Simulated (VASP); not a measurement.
# H15C2NO6 in VASP: further runs

Runs on H15C2NO6. Level: PBE+D3(BJ). Tasks: single point.

Program: VASP 6.6.1. These are calculated values, not measurements. Logs are shortened: lines on timing, memory, paths and dates and some standing lists are left out, and cuts for length are marked.

### 1 The cell of the first run

The cell holds an amorphous packing of atoms, 24 atoms: a = 5.978 Å, b = 5.978 Å, c = 5.978 Å, α = 90.00°, β = 90.00°, γ = 90.00°.

### 2 Single point, PBE+D3(BJ)

Input file INCAR:

```
PREC = Accurate
ENCUT = 520
EDIFF = 1E-7
ISMEAR = -1
SIGMA = 0.02
LREAL = Auto
LASPH = T
NELM = 100
ALGO = Normal
ISIF = 2
LWAVE = F
LCHARG = F
GGA = PE
IVDW = 12
NBANDS = 50
```

Input file KPOINTS:

```
Automatic mesh
0
Gamma
  1 1 1
```

Input file POSCAR:

```
H15C2NO6
1.0
    5.9776950000      0.0000000000      0.0000000000
    0.0000000000      5.9776950000      0.0000000000
    0.0000000000      0.0000000000      5.9776950000
O H C N
6 15 2 1
Direct
    0.2067017471      0.4631885702      0.8683614671
    0.3436274350      0.2645334029      0.3182163024
    0.8594449867      0.1868445948     -0.0137343909
   -0.1593256263      0.3833751973      0.4958767552
    0.5299701641      0.6208747686      0.6823867728
    0.5863129517      0.8821962312      0.0525787950
    0.2210718345      0.5535745802      0.9887590451
    0.0620473276      0.3793937295      0.9022541297
    0.4642926747      0.2485573453      0.2088597695
    0.2440907407      0.1993243215      0.2035232644
    0.7568970983      0.0781739450     -0.0705121288
    0.9823853509      0.0821554127      0.0142362566
   -0.1388495064      0.5353568558      0.4441845895
   -0.1976681647      0.3000822223      0.3631500102
    0.4683577867      0.4861740186      0.7456218492
    0.6305942341      0.5634780630      0.5686305507
    0.5992276287      0.7888994002      0.1824950922
    0.5008284966      0.8063977838     -0.0636532978
    0.0510564691      1.1369097955      0.6427059259
    0.0322866924      0.8519839169      0.7618153820
    0.2978238267      0.9701398281      0.6706096581
    0.1078174781      0.9649204250      0.6313470326
    0.0814026142      0.8570193026      0.4243107084
    0.0245914186      0.7301811150      0.2833366373
```

Potentials or basis: VASP PAW PBE potentials, release 64 (O, H, C, N).

Started as:

```console
cat potpaw_PBE.64/O/POTCAR potpaw_PBE.64/H/POTCAR potpaw_PBE.64/C/POTCAR potpaw_PBE.64/N/POTCAR > POTCAR
mpirun -np 1 vasp_gam > vasp.out
```

OUTCAR:

```text
PREC = Accurate
   ENCUT = 520
   EDIFF = 1E-7
   ISMEAR = -1
   LREAL = Auto
   LASPH = T
   NELM = 100
   ISIF = 2
   GGA = PE
   IVDW = 12
 IVDW          = 12

 ion  position               nearest neighbor table
   1  0.207  0.463  0.868-   7 0.90   8 1.02
   2  0.344  0.265  0.318-   9 0.98  10 0.99
   3  0.859  0.187  0.986-  11 0.96  12 0.98
   4  0.841  0.383  0.496-  14 0.96  13 0.97
   5  0.530  0.621  0.682-  15 0.96  16 0.97
   6  0.586  0.882  0.053-  17 0.96  18 0.97
   7  0.221  0.554  0.989-   1 0.90
   8  0.062  0.379  0.902-   1 1.02
   9  0.464  0.249  0.209-   2 0.98
  10  0.244  0.199  0.204-   2 0.99
  11  0.757  0.078  0.929-   3 0.96
  12  0.982  0.082  0.014-   3 0.98
  13  0.861  0.535  0.444-   4 0.97
  14  0.802  0.300  0.363-   4 0.96
  15  0.468  0.486  0.746-   5 0.96
  16  0.631  0.563  0.569-   5 0.97
  17  0.599  0.789  0.182-   6 0.96
  18  0.501  0.806  0.936-   6 0.97
  19  0.051  0.137  0.643-  22 1.08
  20  0.032  0.852  0.762-  22 1.13
  21  0.298  0.970  0.671-  22 1.16
  22  0.108  0.965  0.631-  19 1.08  20 1.13  21 1.16  23 1.40
  23  0.081  0.857  0.424-  24 1.18  22 1.40
  24  0.025  0.730  0.283-  23 1.18

  LATTYP: Found a simple cubic cell.
 ALAT       =     5.9776950000

  Lattice vectors:

 A1 = (   5.9776950000,   0.0000000000,   0.0000000000)
 A2 = (   0.0000000000,   5.9776950000,   0.0000000000)
 A3 = (   0.0000000000,   0.0000000000,   5.9776950000)

Analysis of symmetry for initial positions (statically):
=====================================================================
 Subroutine PRICEL returns:
 Original cell was already a primitive cell.

 Routine SETGRP: Setting up the symmetry group for a
 simple cubic supercell.

 Subroutine GETGRP returns: Found  1 space group operations
 (whereof  1 operations were pure point group operations)
 out of a pool of 48 trial point group operations.

The static configuration has the point symmetry C_1 .

Analysis of symmetry for dynamics (positions and initial velocities):
=====================================================================
 Subroutine PRICEL returns:
 Original cell was already a primitive cell.

 Routine SETGRP: Setting up the symmetry group for a
 simple cubic supercell.

[... 124 lines left out ...]
   EDIFF  = 0.1E-06   stopping-criterion for ELM
   LREAL  =      T    real-space projection
   EDIFFG = 0.1E-05   stopping-criterion for IOM
   NSW    =      0    number of steps for IOM
   IBRION =     -1    ionic relax: 0-MD 1-quasi-New 2-CG
   NFREE  =      0    steps in history (QN), initial steepest desc. (CG)
   ISIF   =      2    stress and relaxation
   ISYM   =      2    0-nonsym 1-usesym 2-fastsym
   POTIM  = 0.5000    time-step for ionic-motion
   TEBEG  =    0.0;   TEEND  =   0.0 temperature during run
   PSTRESS=    0.0 pullay stress
   NELECT =      64.0000    total number of electrons
   NUPDOWN=      -1.0000    fix difference up-down
   EMIN   =  10.00;   EMAX   =-10.00  energy-range for DOS
   EFERMI =   0.00;   METHOD = LEGACY
   ISMEAR =    -1;   SIGMA  =   0.02  broadening in eV -4-tet -1-fermi 0-gaus
   EFERMI_NEDOS =   21; number of points for ismear=-14 and -15
   IALGO  =     38    algorithm
   IMIX   =      4    mixing-type and parameters
     AMIX     =   0.40;   BMIX     =  1.00
     AMIX_MAG =   1.60;   BMIX_MAG =  1.00
  volume/ion in A,a.u.               =       8.90        60.06
  Fermi-wavevector in a.u.,A,eV,Ry     =   1.095471  2.070141 16.327777  1.200058
  Thomas-Fermi vector in A             =   2.231796
   LORBIT       =      0    0 simple, 1 ext, 2 COOP (PROOUT), +10 PAW based schemes
   GGA     = PE    functional components
   LHFCALC =     F    Hartree Fock is set to
   AEXX    =    0.0000 exact exchange contribution
   IVDW    =    12    specifies the selected vdW correction
   LEPSILON=     F    determine dielectric tensor
   LRPA    =     F    only Hartree local field effects (RPA)
 non-spin polarized calculation
  energy-cutoff  :      520.00
  volume of cell :      213.60
 maximum number of plane-waves:      2872
 NGX is ok and might be reduce to    48
   NGX = 23   NGY = 23   NGZ = 23

 number of electron      64.0000004 magnetization

 Free energy of the ion-electron system (eV)
  ---------------------------------------------------
  ext. energy  EPLUGINS =         0.00000000
  ---------------------------------------------------
  free energy    TOTEN  =      -121.86132020 eV

  energy without entropy =     -121.86132020  energy(sigma->0) =     -121.86132020

 E-fermi :  -1.6991     XC(G=0):  -7.5697

 val. band max:       -2.2803860039   @ k =   0.0000   0.0000   0.0000
 cond. band min:       1.7479501523   @ k =   0.0000   0.0000   0.0000
 fundamental gap:      4.0283361562
 Fermi energy:        -1.6990653932

 k-point     1 :       0.0000    0.0000    0.0000
  band No.  band energies     occupation
      1     -22.1420      2.00000
      2     -21.6768      2.00000
      3     -21.4627      2.00000
      4     -21.4018      2.00000
      5     -21.2763      2.00000
      6     -20.3838      2.00000
[... 36 lines left out ...]
     43       7.6178      0.00000
     44       8.0158      0.00000
 [bands above 44 left out]

------------------------ aborting loop because EDIFF is reached ----------------------------------------

 Edisp (eV)   -1.10627

 E8    (eV) :    -0.2399

  FORCE on cell =-STRESS in cart. coord.  units (eV):
  Direction    XX          YY          ZZ          XY          YZ          ZX
  --------------------------------------------------------------------------------------
  -------------------------------------------------------------------------------------
  Total       4.78348     6.14286     4.83830     2.27656     1.89374    -1.27490
  in kB      35.88009    46.07655    36.29125    17.07611    14.20461    -9.56284
  external pressure =       39.42 kB  Pullay stress =        0.00 kB

 VOLUME and BASIS-vectors are now :
 -----------------------------------------------------------------------------
  energy-cutoff  :      520.00
  volume of cell :      213.60
      direct lattice vectors                 reciprocal lattice vectors
     5.977695000  0.000000000  0.000000000     0.167288562  0.000000000  0.000000000
     0.000000000  5.977695000  0.000000000     0.000000000  0.167288562  0.000000000
     0.000000000  0.000000000  5.977695000     0.000000000  0.000000000  0.167288562

 POSITION                                       TOTAL-FORCE (eV/Angst)
 -----------------------------------------------------------------------------------
      1.23560      2.76880      5.19080        -2.119527     -3.566985     -2.536675
      2.05410      1.58130      1.90220        -0.041642     -0.611076     -1.585410
      5.13750      1.11690      5.89560         1.766193      1.043419      0.699728
      5.02530      2.29170      2.96420        -0.318690     -0.645694      0.436737
      3.16800      3.71140      4.07910         0.350536      1.404828     -0.248563
      3.50480      5.27350      0.31430        -0.722069      0.671154     -0.248748
[... 16 lines left out ...]
      0.48660      5.12300      2.53640        -1.184788     -1.698950     -1.188116
      0.14700      4.36480      1.69370         0.780839      1.590355      0.245102
 -----------------------------------------------------------------------------------
    total drift:                               -0.005886      0.000998     -0.008379

  FREE ENERGIE OF THE ION-ELECTRON SYSTEM (eV)
  ---------------------------------------------------
  free  energy   TOTEN  =      -122.9675938908 eV

  energy  without entropy=     -122.9675938908  energy(sigma->0) =     -122.96759389
```

It took 52 s on 1 thread of AMD EPYC 7R13, shared host; peak memory 0.28 GiB.

Results:

```
Free energy                : -122.9676 eV
Pressure                   : 3.9 GPa
Largest force              : 4.863 eV/Å
Band gap on the k mesh     : 4.03 eV
Dispersion energy per atom : -0.046 eV
```

Forces in eV/Å, atoms in the order of the input:
```
O   -2.120 -3.567 -2.537
O   -0.042 -0.611 -1.585
O    1.766  1.043  0.700
O   -0.319 -0.646  0.437
O    0.351  1.405 -0.249
O   -0.722  0.671 -0.249
H    0.329  2.624  3.623
H    0.870  0.686 -0.516
H    1.072  0.277  0.545
H   -0.724  0.323  0.941
H   -1.410 -0.661 -0.171
H   -0.082  0.189  0.355
H    1.009  0.239 -0.623
H    0.011 -0.224 -0.599
H   -0.717 -0.428  0.080
H    0.005 -0.303  0.256
H    0.005 -0.447  0.301
H    0.334 -0.675 -0.288
H   -0.377  0.121 -0.353
H    0.111  0.314 -0.418
H   -1.530 -0.104 -0.371
C    2.584 -0.119  1.663
C   -1.185 -1.699 -1.188
N    0.781  1.590  0.245
```

Caveat: the k points lie up to 1.05 Å⁻¹ apart.

### 3 Single point, PBE+D3(BJ)

Input file INCAR:

```
SYSTEM = H15C2NO6
ALGO = Normal ; EDIFF = 1E-6
ENCUT = 520 ; GGA = PE
ISIF = 2 ; ISMEAR = -1
IVDW = 12 ; LASPH = .TRUE.
LCHARG = .FALSE. ; LREAL = Auto
LWAVE = .FALSE. ; NBANDS = 50
NELM = 80 ; PREC = Accurate
SIGMA = 0.02
```

Input file KPOINTS:

```
k-points
0
G
  1 1 1
  0 0 0
```

Input file POSCAR:

```
H15C2NO6
1.0
    5.9776950000      0.0000000000      0.0000000000
    0.0000000000      5.9776950000      0.0000000000
    0.0000000000      0.0000000000      5.9776950000
O H C N
6 15 2 1
Direct
    0.1805378160      0.4597089681      0.8915978483
    0.3864867645      0.2766618237      0.3637689778
    0.8421975360      0.2101980780     -0.0173143662
   -0.1263697797      0.4021115162      0.4485508210
    0.4880978370      0.6434587245      0.7058740869
    0.6012016337      0.8674246511      0.0374224513
    0.1441023672      0.4917614565      1.0558417584
    0.0486307849      0.3901838418      0.8297512670
    0.3040804190      0.1439685364      0.3704437915
    0.4957094666      0.2973219611      0.2534756290
    0.7336774459      0.0821052262     -0.0240393663
    0.9591991562      0.1394517452      0.0654934720
    0.0324372522      0.4035334690      0.3963233320
   -0.1975845205      0.3282368873      0.3270156808
    0.3378894373      0.6092147559      0.7871094126
    0.5393550524      0.5166372657      0.6362485875
    0.7079317362      0.8012954826      0.1424462105
    0.5785005759      0.7142552439     -0.0500861954
    0.1190090829      1.0955058764      0.6732360885
    0.1055925403      0.8304706078      0.7794475964
    0.3329711536      0.9732848531      0.6529774436
    0.1686101415      0.9214253989      0.6421873314
    0.1015106994      0.8518668149      0.4276062931
    0.0830253133      0.8247995256      0.2274957153
```

Potentials or basis: VASP PAW PBE potentials, release 64 (O, H, C, N).

Started as:

```console
cat potpaw_PBE.64/O/POTCAR potpaw_PBE.64/H/POTCAR potpaw_PBE.64/C/POTCAR potpaw_PBE.64/N/POTCAR > POTCAR
mpirun -np 1 vasp_gam > vasp.out
```

It took 52 s on 1 thread of AMD EPYC 7R13, shared host; peak memory 0.3 GiB.

It converged, with:

| Quantity | Value |
| --- | --- |
| Free energy | -122.6245 eV |
| Pressure | 3.8 GPa |
| Largest force | 5.070 eV/Å |
| Band gap on the k mesh | 4.53 eV |
| Dispersion energy per atom | -0.046 eV |

Forces in eV/Å, atoms in the order of the input:
```
O   -0.093  0.296  2.597
O   -0.722  2.561  2.051
O   -0.825  0.595 -0.021
O    1.754  0.572  0.631
O   -0.860  2.608  1.785
O    0.029 -2.570  0.235
H    0.306 -0.127 -1.933
H   -1.020 -0.260 -0.042
H   -0.099 -1.813 -0.998
H    0.699 -0.741 -1.686
H   -0.242 -0.137 -0.322
H    0.930 -0.523  0.462
H   -0.889  0.229  0.561
H   -0.555 -0.646 -1.001
H    1.343 -0.651 -1.110
H    0.932 -2.893 -1.352
H    0.224  0.652  0.654
H   -0.181  2.240 -0.602
H   -1.485  0.145 -0.260
H   -0.280 -0.854  1.026
H    2.895 -0.772  0.049
C   -2.015  2.137 -0.148
C    0.264 -0.130 -5.062
N   -0.110  0.080  4.486
```

Stress tensor (GPa, compression positive):
```
 6.27  1.21  0.20
 1.21  5.50 -0.65
 0.20 -0.65 -0.41
```

Levels at points of the mesh, in eV from the valence-band top:
| k point | band 28 | band 29 | band 30 | band 31 | band 32 | band 33 | band 34 | band 35 | band 36 | band 37 |
| --- | --- | --- | --- | --- | --- | --- | --- | --- | --- | --- |
| (0.00, 0.00, 0.00) | -0.87 | -0.76 | -0.64 | -0.46 | 0.00 | 4.53 | 5.00 | 5.29 | 7.59 | 8.46 |

Caveat: the k points lie up to 1.05 Å⁻¹ apart.

### 4 Single point, PBE+D3(BJ)

Input file INCAR:

```
ALGO = Normal ; EDIFF = 1E-6
ENCUT = 520 ; GGA = PE
ISIF = 2 ; ISMEAR = -1
IVDW = 12 ; LASPH = T
LCHARG = F ; LREAL = Auto
LWAVE = F ; NBANDS = 50
NELM = 80 ; PREC = Accurate
SIGMA = 0.02
```

Input file KPOINTS:

```
k-points
0
Gamma
  1 1 1
```

Input file POSCAR:

```
H15C2NO6
1.0
    5.9776950000      0.0000000000      0.0000000000
    0.0000000000      5.9776950000      0.0000000000
    0.0000000000      0.0000000000      5.9776950000
O H C N
6 15 2 1
Direct
    0.1805712737      0.4639748264      0.9456320538
    0.4307847757      0.2718940996      0.3768676722
    0.7866242757      0.2458305417      0.0361845159
   -0.1227730756      0.3834253839      0.4719210331
    0.5775972177      0.5952963475      0.7014242112
    0.6187000173      0.8393703593      0.0840290446
    0.2550146838      0.5804745809      1.0377745937
    0.0459541680      0.4892353993      1.0400497182
    0.2814462765      0.2525722707      0.4480489553
    0.4372588431      0.1200128143      0.3036120110
    0.7709493375      0.0909046045      0.0695920417
    0.8653502730      0.2407115117     -0.1011092068
   -0.0381919787      0.5179923031      0.3980129465
   -0.1144588340      0.2961509411      0.3417370742
    0.4891684838      0.5460298660      0.5632438590
    0.6967401314      0.6296072315      0.5903111484
    0.7713842878      0.7694270116      0.0921090822
    0.5273771914      0.7483821105     -0.0349465806
   -0.0284055978      0.9881233485      0.7051380172
    0.1854059131      0.7694771982      0.7398503938
    0.2346723946      1.0642229154      0.7282071099
    0.1300501280      0.9240183716      0.6555202298
    0.1682086490      0.8864286318      0.4164816037
    0.1102097046      0.8586587305      0.2409289868
```

Potentials or basis: VASP PAW PBE potentials, release 64 (O, H, C, N).

Started as:

```console
cat potpaw_PBE.64/O/POTCAR potpaw_PBE.64/H/POTCAR potpaw_PBE.64/C/POTCAR potpaw_PBE.64/N/POTCAR > POTCAR
mpirun -np 1 vasp_gam > vasp.out
```

OUTCAR:

```text
EDIFF = 1E-6
   ENCUT = 520
   GGA = PE
   ISIF = 2
   ISMEAR = -1
   IVDW = 12
   LASPH = T
   LREAL = Auto
   NELM = 80
   PREC = Accurate
 IVDW          = 12

 ion  position               nearest neighbor table
   1  0.181  0.464  0.946-   7 0.99   8 0.99
   2  0.431  0.272  0.377-   9 1.00  10 1.01
   3  0.787  0.246  0.036-  12 0.95  11 0.95
   4  0.877  0.383  0.472-  14 0.94  13 1.05
[... 288 lines left out ...]
  -------------------------------------------------------------------------------------
  Total       2.78118     0.28939     6.29283     1.26751     0.00729     0.98842
  in kB      20.86117     2.17065    47.20147     9.50735     0.05467     7.41395
  external pressure =       23.41 kB  Pullay stress =        0.00 kB

 VOLUME and BASIS-vectors are now :
 -----------------------------------------------------------------------------
  energy-cutoff  :      520.00
  volume of cell :      213.60
      direct lattice vectors                 reciprocal lattice vectors
     5.977695000  0.000000000  0.000000000     0.167288562  0.000000000  0.000000000
     0.000000000  5.977695000  0.000000000     0.000000000  0.167288562  0.000000000
     0.000000000  0.000000000  5.977695000     0.000000000  0.000000000  0.167288562

 POSITION                                       TOTAL-FORCE (eV/Angst)
 -----------------------------------------------------------------------------------
      1.07940      2.77350      5.65270        -0.569327      1.511860      1.575074
      2.57510      1.62530      2.25280        -1.559592     -1.766034     -0.072194
      4.70220      1.46950      0.21630         0.043470      1.176266      0.719749
      5.24379      2.29200      2.82100         2.544828      3.631433      0.217721
      3.45270      3.55850      4.19290        -0.774743      0.395350     -2.975079
      3.69840      5.01750      0.50230        -0.318211     -1.549920     -0.744932
[... 16 lines left out ...]
      1.00550      5.29880      2.48960        -0.467830      1.503615      7.011701
      0.65880      5.13280      1.44020        -1.281341     -1.531965     -6.403963
 -----------------------------------------------------------------------------------
    total drift:                                0.005670     -0.001553     -0.003495

  FREE ENERGIE OF THE ION-ELECTRON SYSTEM (eV)
  ---------------------------------------------------
  free  energy   TOTEN  =      -121.8579974633 eV

  energy  without entropy=     -121.8579974633  energy(sigma->0) =     -121.85799746
```

Wall time 53 s (1 thread of AMD EPYC 7R13, shared host); peak memory 0.3 GiB.

Results:

| Property | Result |
| --- | --- |
| Free energy | -121.8580 eV |
| Pressure | 2.3 GPa |
| Largest force | 7.186 eV/Å |
| Band gap on the k mesh | 3.90 eV |
| Dispersion energy per atom | -0.046 eV |

Forces in eV/Å, atoms in the order of the input:
```
O   -0.569  1.512  1.575
O   -1.560 -1.766 -0.072
O    0.043  1.176  0.720
O    2.545  3.631  0.218
O   -0.775  0.395 -2.975
O   -0.318 -1.550 -0.745
H    0.961 -0.608 -0.690
H   -0.273 -1.124 -1.016
H    0.831  0.626 -0.234
H    0.570  1.454  0.083
H   -0.831 -1.251  0.287
H    0.543  0.437 -1.244
H   -1.057 -1.672  1.586
H   -0.639 -1.703 -2.054
H   -0.136 -0.395  1.961
H    0.506  0.044  1.426
H   -1.368  0.129 -0.241
H    2.027  1.129  1.114
H   -1.529 -0.396 -0.494
H   -0.477  0.138  0.220
H    0.117 -0.873 -0.625
C    3.138  0.693  0.591
C   -0.468  1.504  7.012
N   -1.281 -1.532 -6.404
```

Stress tensor (GPa, compression positive):
```
2.09 0.95 0.74
0.95 0.22 0.01
0.74 0.01 4.72
```

Caveat: the k points lie up to 1.05 Å⁻¹ apart.
